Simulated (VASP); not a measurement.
A run of VASP 6.6.1 is set up as follows.

File INCAR:

```
PREC     = Accurate       # precision mode
ENCUT    = 520            # plane-wave cutoff, eV
EDIFF    = 1E-7           # SCF threshold, eV
ISMEAR   = 0              # smearing method
SIGMA    = 0.1            # smearing width, eV
LREAL    = F              # projectors in reciprocal space
LASPH    = T              # aspherical terms in the spheres
NELM     = 80             # most SCF steps
ALGO     = Normal         # electronic algorithm
ISIF     = 2              # what is computed and relaxed
LWAVE    = F              # write WAVECAR
LCHARG   = F              # write CHGCAR
GGA      = PE             # functional
NBANDS   = 16             # bands
```

Contents of KPOINTS:

```
regular mesh
0
Gamma
  12 12 12
```

POSCAR

```
InSb
1.0
    0.0000000000      3.3174249877      3.3174249877
    3.3174249877      0.0000000000      3.3174249877
    3.3174249877      3.3174249877      0.0000000000
In Sb
1 1
Direct
    0.0000000000      0.0000000000      0.0000000000
    0.2500000000      0.2500000000      0.2500000000
```

Potentials or basis: VASP PAW PBE potentials, release 64 (In_d, Sb).

The run is started by

```bash
$ cat potpaw_PBE.64/In_d/POTCAR potpaw_PBE.64/Sb/POTCAR > POTCAR
$ mpirun -np 1 vasp_std > vasp.out
```

Problem. What does it give for the band gap on the k mesh?

Solution. Zero (filled and empty bands touch).

Problem. Estimate the pressure.

Solution. 0.0 GPa.

Caveat: spin-orbit coupling is left out, which moves the levels of the heavy elements.

**The experiment to reproduce.**

“Electronic Structure and Epitaxy of CdTe Shells on InSb Nanowires”, 2021, arxiv:2111.05126 quotes, for a bulk crystal of InSb: band gap 0.24 eV.

Against the measured gap of InSb, 0.24 eV (quoted in “Electronic Structure and Epitaxy of CdTe Shells on InSb Nanowires”, 2021, arxiv:2111.05126), the calculated 0.00 eV is off by -0.24 eV. Spin-orbit coupling on In, Sb is left out. The value is that of PBE on a finite k mesh, which can miss the band edges, without temperature or zero-point motion. Semilocal functionals fall short of measured gaps as a rule.
